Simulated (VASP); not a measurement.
# AlSi16 (a cell with a defect) in VASP: further runs, part 2 of 2

VASP 6.6.1. Earlier steps stand in the parts before.

### 3 Single point, PBE, collinear spin, zero start

Input file INCAR:

```
ALGO     = Normal         # electronic algorithm
EDIFF    = 1E-6           # SCF threshold, eV
ENCUT    = 520            # plane-wave cutoff, eV
GGA      = PE             # functional
ISIF     = 2              # what is computed and relaxed
ISMEAR   = -1             # smearing method
ISPIN    = 2              # spin polarisation
LASPH    = T              # aspherical terms in the spheres
LCHARG   = F              # write CHGCAR
LORBIT   = 11             # projections on sites
LREAL    = Auto         
LWAVE    = F              # write WAVECAR
MAGMOM   = 0 0 0 0 0 0 0 0 0 0 0 0 0 0 0 0 0 # initial moments
NBANDS   = 52             # bands
NELM     = 150            # most SCF steps
PREC     = Accurate       # precision mode
SIGMA    = 0.02           # smearing width, eV
```

Input file KPOINTS:

```
k-points
0
Gamma
  2 2 2
```

Input file POSCAR:

```
AlSi16
1.0
    0.0000000000      5.4300000000      5.4300000000
    5.4300000000      0.0000000000      5.4300000000
    5.4300000000      5.4300000000      0.0000000000
Si Al
16 1
Direct
   -0.0187200737     -0.0169705341      0.0194198895
    0.1046408840      0.1164456722      0.1542541436
   -0.0289042357      0.0303591160      0.5135819521
    0.1332504604      0.1160313076      0.6191252302
    0.0096961326      0.4680018416     -0.0141344383
    0.1673388582      0.6000460405      0.0876887661
    0.0207642726      0.4852209945      0.4740423573
    0.1069613260      0.6176611418      0.6200552486
    0.5130294659     -0.0112983425      0.0103038674
    0.6249263352      0.1736740331      0.0978729282
    0.4856906077      0.0366850829      0.4607734807
    0.5960036832      0.1055064457      0.6479189687
    0.5248987109      0.5327808471     -0.0104051565
    0.6500644567      0.6266022099      0.1375046041
    0.4802946593      0.5082688766      0.5202578269
    0.6417127072      0.6121178637      0.6355064457
    0.8716022099      0.8714732965      0.4017311234
```

Potentials or basis: VASP PAW PBE potentials, release 64 (Si, Al).

The run is started by

```
$ cat potpaw_PBE.64/Si/POTCAR potpaw_PBE.64/Al/POTCAR > POTCAR
$ mpirun -np 1 vasp_std > vasp.out
```

OUTCAR:

```text
EDIFF = 1E-6
   ENCUT = 520
   GGA = PE
   ISIF = 2
   ISMEAR = -1
   ISPIN = 2
   LASPH = T
   LORBIT = 11
   LREAL = Auto
   NELM = 150
   PREC = Accurate

 ion  position               nearest neighbor table
   1  0.981  0.983  0.019-  10 2.29  17 2.41   6 2.44   2 2.46   4 2.51
   2  0.105  0.116  0.154-   5 2.23   3 2.26   1 2.46   9 2.56  17 2.60
   3  0.971  0.030  0.514-   4 2.24   2 2.26  17 2.33  12 2.38   8 2.60
   4  0.133  0.116  0.619-  11 2.23   3 2.24   7 2.32   1 2.51
   5  0.010  0.468  0.986-   2 2.23   8 2.30  14 2.30   6 2.46
   6  0.167  0.600  0.088-  13 2.30   7 2.43   1 2.44   5 2.46  17 3.18
   7  0.021  0.485  0.474-   8 2.30   4 2.32  16 2.39   6 2.43  17 2.45
   8  0.107  0.618  0.620-   7 2.30   5 2.30  15 2.36  17 2.47   3 2.60
   9  0.513  0.989  0.010-  14 2.28  12 2.29  10 2.44   2 2.56
  10  0.625  0.174  0.098-  13 2.26   1 2.29  11 2.29   9 2.44  17 3.00
  11  0.486  0.037  0.461-   4 2.23  10 2.29  12 2.34  17 2.46  16 2.68
  12  0.596  0.106  0.648-   9 2.29  11 2.34   3 2.38  15 2.53  17 2.62
  13  0.525  0.533  0.990-  16 2.24  10 2.26   6 2.30  14 2.31
  14  0.650  0.627  0.138-   9 2.28   5 2.30  13 2.31  15 2.42
  15  0.480  0.508  0.520-   8 2.36  16 2.40  14 2.42  12 2.53
  16  0.642  0.612  0.636-  13 2.24   7 2.39  15 2.40  17 2.66  11 2.68
  17  0.872  0.871  0.402-   3 2.33   1 2.41   7 2.45  11 2.46   8 2.47   2 2.60  12 2.62  16 2.66
[... 1009 lines left out ...]
      direct lattice vectors                 reciprocal lattice vectors
     0.000000000  5.430000000  5.430000000    -0.092081031  0.092081031  0.092081031
     5.430000000  0.000000000  5.430000000     0.092081031 -0.092081031  0.092081031
     5.430000000  5.430000000  0.000000000     0.092081031  0.092081031 -0.092081031

 POSITION                                       TOTAL-FORCE (eV/Angst)
 -----------------------------------------------------------------------------------
      5.44330      5.43380     10.66620        -1.283577      0.180553      1.642284
      1.46990      1.40580      1.20050        -2.361304      0.280899      0.613064
      2.95360      8.06180      5.43790         0.421784      0.975225     -0.592381
      3.99190      4.08540      1.35360         1.586605      0.654442     -0.735060
      7.89450      5.40590      2.59390         1.207262      0.199475      1.067334
      3.73440      1.38480      4.16690         0.973682     -0.825957     -0.812432
[... 9 lines left out ...]
      6.77460      6.93530      6.80830        -0.502004     -1.701690      0.779154
      6.91350      6.91420      9.46490        -0.408631     -0.815696     -0.907774
 -----------------------------------------------------------------------------------
    total drift:                                0.000917     -0.007405      0.007338

  FREE ENERGIE OF THE ION-ELECTRON SYSTEM (eV)
  ---------------------------------------------------
  free  energy   TOTEN  =       -84.6770501568 eV

  energy  without entropy=      -84.6687310557  energy(sigma->0) =      -84.67289061

 total charge

# of ion       s       p       d       tot
------------------------------------------
    1        0.757   0.918   0.000   1.675
    2        0.750   0.941   0.000   1.690
    3        0.763   0.960   0.000   1.724
    4        0.770   0.951   0.000   1.721
    5        0.751   0.959   0.000   1.710
    6        0.772   0.876   0.000   1.647
[... 9 lines left out ...]
   16        0.760   0.903   0.000   1.662
   17        0.489   0.375   0.000   0.864
--------------------------------------------------
tot         12.575  15.356   0.000  27.931

 magnetization (x)

# of ion       s       p       d       tot
------------------------------------------
    1        0.000   0.000   0.000   0.000
    2       -0.000  -0.000   0.000  -0.000
    3        0.000   0.000   0.000   0.000
    4       -0.000  -0.000   0.000  -0.000
    5        0.000   0.000   0.000   0.000
    6        0.000   0.000   0.000   0.000
[... 9 lines left out ...]
   16       -0.000  -0.000   0.000  -0.000
   17       -0.000  -0.000   0.000  -0.000
--------------------------------------------------
tot          0.000   0.000   0.000   0.000
```

stdout:

```text
POSCAR found type information on POSCAR SiAl
 POSCAR found :  2 types and      17 ions
 scaLAPACK will be used
 LDA part: xc-table for (Slater+PW92), standard interpolation
 POSCAR, INCAR and KPOINTS ok, starting setup
 FFT: planning ... GRIDC
 FFT: planning ... GRID_SOFT
 FFT: planning ... GRID
 WAVECAR not read
 entering main loop
```

Run time: 4.7 min. Hardware: 1 thread of AMD EPYC 9R45 (Zen 5), shared host; peak memory 0.67 GiB.

What came out:

| Quantity | Value |
| --- | --- |
| Free energy | -84.6771 eV |
| Pressure | 6.1 GPa |
| Largest force | 2.456 eV/Å |
| Net moment | 0.00 μB per cell |
| Valence electrons inside the program's atomic spheres | Si 1.68, 1.69, 1.72, 1.71, 1.65, 1.67, 1.70, 1.75, 1.64, 1.66 (each value once); Al 0.86 |

Forces in eV/Å, atoms in the order of the input:
```
Si  -1.284  0.181  1.642
Si  -2.361  0.281  0.613
Si   0.422  0.975 -0.592
Si   1.587  0.654 -0.735
Si   1.207  0.199  1.067
Si   0.974 -0.826 -0.812
Si  -0.954 -0.239 -0.569
Si   0.448  0.599  1.155
Si   1.606 -0.648 -0.234
Si  -1.025 -0.224 -0.891
Si  -0.425  1.227 -0.903
Si   0.839 -0.870  1.418
Si   0.428  0.171 -0.183
Si   0.402  0.418 -0.787
Si  -0.953  0.617 -0.060
Si  -0.502 -1.702  0.779
Al  -0.409 -0.816 -0.908
```

Stress tensor (GPa, compression positive):
```
 5.50  0.33 -0.65
 0.33  6.66  0.00
-0.65  0.00  6.03
```

Caveat: the k points lie up to 0.50 Å⁻¹ apart; no moment was typed at the start, so none could form.

### 4 Single point, PBE, collinear spin, zero start

Input file INCAR:

```
SYSTEM = AlSi16
PREC = Accurate ; ENCUT = 520
EDIFF = 1E-6 ; ISMEAR = -1
SIGMA = 0.02 ; LREAL = Auto
LASPH = .True. ; NELM = 150
ALGO = Normal ; ISIF = 2
LWAVE = .False. ; LCHARG = .False.
ISPIN = 2 ; MAGMOM = 0 0 0 0 0 0 0 0 0 0 0 0 0 0 0 0 0
LORBIT = 11 ; GGA = PE
NBANDS = 52
```

Input file KPOINTS:

```
Automatic mesh
0
Gamma
  2 2 2
  0 0 0
```

Input file POSCAR:

```
AlSi16
1.0
    0.0000000000      5.4300000000      5.4300000000
    5.4300000000      0.0000000000      5.4300000000
    5.4300000000      5.4300000000      0.0000000000
Si Al
16 1
Direct
    0.0224493554      0.0264088398     -0.0943093923
    0.1337108656      0.1460497238      0.0693278085
   -0.0365377532     -0.0589134438      0.4263167587
    0.0545027624      0.1588858195      0.5236003683
    0.0275690608      0.5283793738     -0.0127071823
    0.1898710866      0.5704972376      0.1354327808
   -0.0010957643      0.4904880295      0.5408011050
    0.1691068140      0.5920165746      0.6400092081
    0.5051012891      0.0260220994      0.0215101289
    0.5893186004      0.1780847145      0.1518047882
    0.4186556169     -0.0107918969      0.5844567219
    0.6188305709      0.1228268877      0.6199723757
    0.5366206262      0.5242633517      0.0755524862
    0.6884806630      0.6533977901      0.1453867403
    0.5544106814      0.4857918969      0.5327163904
    0.6063075506      0.6376887661      0.6981860037
    0.8032965009      0.7986556169      0.3139779006
```

The run is started by

```
$ cat potpaw_PBE.64/Si/POTCAR potpaw_PBE.64/Al/POTCAR > POTCAR
$ mpirun -np 1 vasp_std > vasp.out
```

It took 4.7 min on 1 thread of AMD EPYC 9R45 (Zen 5), shared host; peak memory 0.67 GiB.

Results (log left out):

| Quantity | Value |
| --- | --- |
| Free energy | -82.9456 eV |
| Pressure | 1.5 GPa |
| Largest force | 3.003 eV/Å |
| Net moment | 0.01 μB per cell |
| Valence electrons inside the program's atomic spheres | Si 1.56, 1.61, 1.64, 1.57, 1.75, 1.63, 1.67, 1.62, 1.70, 1.74, 1.68 (each value once); Al 0.81 |

Forces in eV/Å, atoms in the order of the input:
```
Si   0.096  0.523 -0.224
Si  -0.100 -0.155 -0.165
Si   0.154  0.797  0.383
Si   0.441  0.981  0.274
Si  -1.399  1.704 -0.463
Si   1.631  0.014  0.358
Si  -0.762  0.255 -0.120
Si  -0.945 -1.273  1.427
Si  -1.018 -1.195  0.104
Si  -0.676  1.250 -0.651
Si   0.633 -1.590  0.812
Si   0.802  0.648 -0.579
Si  -0.997 -1.555 -0.603
Si   2.969 -0.015 -0.454
Si  -0.090 -0.545 -0.307
Si  -0.564  1.183 -0.892
Al  -0.174 -1.026  1.100
```

Stress tensor (GPa, compression positive):
```
 1.43 -0.40  0.91
-0.40 -0.03  0.87
 0.91  0.87  3.16
```

Levels at points of the mesh, in eV from the Fermi level:
Spin up:
```tsv
k point	band 29	band 30	band 31	band 32	band 33	band 34	band 35	band 36	band 37	band 38
(0.00, 0.00, 0.00)	-1.37	-0.91	-0.72	-0.54	-0.41	-0.01	0.20	0.24	0.48	0.54
(0.50, 0.00, 0.00)	-1.63	-1.35	-1.02	-0.64	-0.17	-0.08	0.10	0.45	0.76	0.98
(0.00, 0.50, 0.00)	-1.58	-1.48	-1.25	-0.54	-0.36	0.00	0.01	0.51	0.80	0.99
(0.00, 0.00, 0.50)	-1.80	-1.44	-1.17	-0.57	-0.50	0.06	0.32	0.44	0.80	0.92
(0.50, 0.50, 0.50)	-1.18	-0.94	-0.73	-0.64	-0.29	-0.08	0.04	0.37	0.98	1.01
(0.50, 0.50, 0.00)	-1.76	-1.36	-1.29	-0.99	-0.01	0.20	0.32	1.05	1.26	1.35
(0.00, 0.50, 0.50)	-1.73	-1.37	-1.34	-0.83	-0.05	0.02	0.28	0.95	1.23	1.33
(0.50, 0.00, 0.50)	-1.66	-1.39	-1.15	-0.84	-0.56	-0.01	0.32	0.91	1.21	1.51
```
Spin down:
```tsv
k point	band 30	band 31	band 32	band 33	band 34	band 35	band 36	band 37
(0.00, 0.00, 0.00)	-0.91	-0.72	-0.54	-0.41	-0.01	0.20	0.24	0.48
(0.50, 0.00, 0.00)	-1.35	-1.02	-0.64	-0.17	-0.08	0.10	0.45	0.76
(0.00, 0.50, 0.00)	-1.48	-1.25	-0.54	-0.36	0.00	0.01	0.52	0.80
(0.00, 0.00, 0.50)	-1.44	-1.17	-0.57	-0.50	0.06	0.32	0.45	0.80
(0.50, 0.50, 0.50)	-0.94	-0.73	-0.64	-0.29	-0.08	0.04	0.37	0.98
(0.50, 0.50, 0.00)	-1.36	-1.29	-0.99	-0.01	0.20	0.32	1.05	1.26
(0.00, 0.50, 0.50)	-1.37	-1.34	-0.83	-0.05	0.02	0.28	0.95	1.23
(0.50, 0.00, 0.50)	-1.39	-1.15	-0.84	-0.56	-0.01	0.32	0.91	1.21
```

Caveat: the k points lie up to 0.50 Å⁻¹ apart; no moment was typed at the start, so none could form.

### 5 The runs side by side

```csv
cell,gap on the mesh (eV),pressure (GPa),moment (μB),largest force (eV/Å)
"as given, atomic positions A",none,4.2,0.00,1.60
"as given, atomic positions B",none,6.1,0.00,2.46
"as given, atomic positions C",none,1.5,0.01,3.00
```

Alike in all rows: task single point; level PBE; potentials or basis VASP PAW PBE potentials, release 64 (Si, Al); spin collinear, zero start; k mesh 2 × 2 × 2; cutoff (eV) 520; smearing fermi-dirac 0.02 eV.

Caveats: all runs use coarse meshes; no moment was typed at the start, so none could form.

Absolute energies hang on the potentials; compare differences alone.
